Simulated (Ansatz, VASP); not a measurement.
One calculation of Si, two programs

The input INCAR:

```
PREC = Accurate
ENCUT = 520
EDIFF = 1E-7
ISMEAR = 0
SIGMA = 0.05
LREAL = F
LASPH = T
NELM = 100
ALGO = Normal
ISIF = 2
LWAVE = F
LCHARG = F
GGA = PE
NBANDS = 11
```

The input KPOINTS:

```
regular mesh
0
Gamma
  10 10 10
```

POSCAR

```
Si
1.0
    0.0000000000      2.6259087553      3.0373886572
    2.6259087553      0.0000000000      3.0373886572
    2.6259087553      2.6259087553      0.0000000000
Si
2
Direct
    0.5000000000      0.5000000000      0.5000000000
    0.7500000000      0.7500000000      0.7500000000
```

Input for Ansatz:

```yaml
crystal:
  lattice:
    - [0.0, 2.6259087553, 3.0373886572]
    - [2.6259087553, 0.0, 3.0373886572]
    - [2.6259087553, 2.6259087553, 0.0]
  atoms:
    - { symbol: Si, position: [0.5, 0.5, 0.5] }
    - { symbol: Si, position: [0.75, 0.75, 0.75] }
basis:
  ecutwfc: 420
kpoints:
  mp_grid: { grid: [10, 10, 10] }
hamiltonian:
  xc: pbe
  pseudopotentials: { kind: paw, azcp: { folder: soft_1 } }
scf:
  occupations: { method: gaussian, width: 0.05 }
output:
  forces: true
  stress: true
  eigenvalues: true
```

Alike in both runs: task single point; functional PBE; k mesh 10 × 10 × 10; occupations gaussian, width 0.05 eV; no spin polarisation.

|  | VASP | Ansatz |
| --- | --- | --- |
| version | VASP 6.6.1 | Ansatz 0.2.0 |
| potentials or method | VASP PAW PBE potentials, release 64 (Si), cutoff 520 eV | scalar-relativistic, plane waves, PAW |
| valence electrons in the cell | 8 | 8 |

Ansatz gave:

| Item | Value |
| --- | --- |
| gap on the k mesh at the Fermi level (eV) | none |
| pressure (GPa) | -2.5 |
| traceless stress, the component that is largest in VASP (GPa) | -11.16 |

Question: Which values does VASP return?

Answer: gap on the k mesh at the Fermi level (eV): none; pressure (GPa): -2.5; traceless stress, the component that is largest in VASP (GPa): -11.19.

A gap of «none» marks a metal or a gap that the smearing closes.
